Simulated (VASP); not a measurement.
Wanted: the native input for a VASP 6.6.1 run.

| Item | Value |
| --- | --- |
| Task | G0W0 quasiparticle levels |
| Functional | PBE |
| Potentials or basis | VASP PAW PBE potentials, release 64 (Ca_sv_GW, Sr_sv_GW, Te_GW) |
| Cutoff | 500 eV |
| k mesh | 4 × 4 × 4 |
| Occupations | gaussian, width 0.01 eV |
| Spin | no spin polarisation |
| Dipole correction | no |
| GW scheme | G0W0 |
| GW iterations | 1 |
| Cutoff of the response function | 80 |
| Frequency points | 96 |
| Empty bands | 227 |
| Further INCAR settings | ALGO = EVGW0; EDIFF = 1e-08; NBANDS = 243 |

The system is SrCaTe2.

```xyz
4
Lattice="2.3130 1.3354 7.5590 -2.3130 1.3354 7.5590 0.0000 -2.6708 7.5590" Properties=species:S:1:pos:R:3 pbc="T T T"
Ca    2.3130    1.3354    7.5590
Sr    0.0000    0.0000   11.3385
Te    0.0000    0.0000    5.7657
Te    0.0000    0.0000   16.9112
```

The input as run:

POSCAR

```
SrCaTe2
1.0
    2.3129611798      1.3353887598      7.5589775749
   -2.3129611798      1.3353887598      7.5589775749
    0.0000000000     -2.6707775195      7.5589775749
Ca Sr Te
1 1 2
Direct
    1.0000000000      0.0000000000      0.0000000000
    0.5000000000      0.5000000000      0.5000000000
    0.2542541275      0.2542541275      0.2542541275
    0.7457458725      0.7457458725      0.7457458725
```

INCAR.step1

```
SYSTEM = SrCaTe2
PREC = Accurate ; ENCUT = 500
EDIFF = 1E-8 ; ISMEAR = 0
SIGMA = 0.01 ; LREAL = .False.
LASPH = .True. ; NELM = 100
ALGO = Normal ; LWAVE = .True.
LCHARG = .False. ; GGA = PE
```

INCAR.step2

```
SYSTEM = SrCaTe2
PREC = Accurate ; ENCUT = 500
EDIFF = 1E-8 ; ISMEAR = 0
SIGMA = 0.01 ; LREAL = .False.
LASPH = .True. ; NELM = 1
ALGO = Exact ; LWAVE = .True.
LCHARG = .False. ; GGA = PE
NBANDS = 243 ; LOPTICS = .True.
ISTART = 1
```

INCAR.step3

```
SYSTEM = SrCaTe2
PREC = Accurate ; ENCUT = 500
EDIFF = 1E-8 ; ISMEAR = 0
SIGMA = 0.01 ; LREAL = .False.
LASPH = .True. ; ALGO = EVGW0
LWAVE = .False. ; LCHARG = .False.
GGA = PE ; NELMGW = 1
NBANDS = 243 ; ENCUTGW = 80.0
NOMEGA = 96 ; PRECFOCK = Fast
ISTART = 1 ; NBANDSGW = 24
OMEGAMAX = 20
```

KPOINTS

```
regular mesh
0
Gamma
  4 4 4
  0 0 0
```

Potentials or basis: VASP PAW PBE potentials, release 64 (Ca_sv_GW, Sr_sv_GW, Te_GW).

Run with:

```console
$ cat potpaw_PBE.64/Ca_sv_GW/POTCAR potpaw_PBE.64/Sr_sv_GW/POTCAR potpaw_PBE.64/Te_GW/POTCAR > POTCAR
$ cp INCAR.step1 INCAR
$ mpirun -np 1 vasp_std > vasp.out
$ cp INCAR.step2 INCAR
$ mpirun -np 1 vasp_std > vasp.out
$ cp INCAR.step3 INCAR
$ mpirun -np 1 vasp_std > vasp.out
```

It gave:

The quasiparticle gap is 2.71 eV and the least direct quasiparticle gap is 3.71 eV. The band gap of the starting levels on the mesh is 1.63 eV. The least direct gap of the starting levels on the mesh is 2.52 eV.

Caveat: the k points lie up to 0.40 Å⁻¹ apart; bands, screening cutoff and mesh are small and nothing is extrapolated, so the quasiparticle values aren't converged; spin-orbit coupling is left out, which moves the levels of the heavy elements.

It took 59 min on 1 thread of Intel(R) Xeon(R) 6975P-C (Granite Rapids), with other jobs on the host, peak memory 3.8 GiB.
